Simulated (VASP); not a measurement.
A run of VASP 6.6.1 is set up as follows.

Contents of INCAR:

```
SYSTEM = SnSe
PREC = Accurate ; ENCUT = 520
EDIFF = 1E-6 ; ISMEAR = 0
SIGMA = 0.05 ; LREAL = .False.
LASPH = .True. ; NELM = 80
ALGO = Normal ; ISIF = 2
LWAVE = .False. ; LCHARG = .False.
GGA = PE ; IVDW = 12
NBANDS = 50
```

File KPOINTS:

```
Automatic mesh
0
Gamma
  8 8 3
  0 0 0
```

Contents of POSCAR:

```
SnSe
1.0
    0.0000000000     -4.1672321195      0.0000000000
    0.0000000000      0.0000000000     -4.3883961024
   11.4836155581      0.0000000000      0.0000000000
Sn Se
4 4
Direct
    0.7500000000      0.9039441748      0.1176558965
    0.2500000000      0.0960558252      0.8823441035
    0.2500000000      0.4039441748      0.3823441035
    0.7500000000      0.5960558252      0.6176558965
    0.7500000000      0.5230073193      0.8569941520
    0.2500000000      0.4769926807      0.1430058480
    0.2500000000      0.0230073193      0.6430058480
    0.7500000000      0.9769926807      0.3569941520
```

Potentials or basis: VASP PAW PBE potentials, release 64 (Sn_d, Se).

Run with:

```bash
$ cat potpaw_PBE.64/Sn_d/POTCAR potpaw_PBE.64/Se/POTCAR > POTCAR
$ mpirun -np 1 vasp_std > vasp.out
```

**Question.** Estimate the band gap on the k mesh.

**Answer.** 0.56 eV (least direct gap 0.83 eV).

**Question.** What does it give for the largest force?

**Answer.** 0.014 eV/Å.

Forces on the atoms (eV/Å):
```
Sn  -0.009  0.000 -0.011
Sn   0.009  0.000  0.011
Sn   0.009  0.000 -0.011
Sn  -0.009  0.000  0.011
Se   0.006  0.000 -0.009
Se  -0.006  0.000  0.009
Se  -0.006  0.000 -0.009
Se   0.006  0.000  0.009
```

Caveat: semilocal functionals underestimate gaps, and a narrow one can read as zero; spin-orbit coupling is left out, which moves the levels of the heavy elements.

**The experiment to reproduce.**

“Linear dichroism of the optical properties of SnS and SnSe van der Waals crystals”, 2024, arxiv:2409.17412 reports, for a bulk crystal of SnSe at 300 K: band gap 0.89 eV (indirect).

A measured gap of SnSe is 0.89 eV (indirect; 300 K; “Linear dichroism of the optical properties of SnS and SnSe van der Waals crystals”, 2024, arxiv:2409.17412); the calculated 0.56 eV misses it by -0.33 eV. 2 values of this kind are on record (0.89 to 0.99 eV); this one was drawn at random. Spin-orbit coupling on Se, Sn is left out. The value is that of PBE+D3(BJ) on a finite k mesh, which can miss the band edges, without temperature or zero-point motion. Semilocal functionals fall short of measured gaps as a rule.
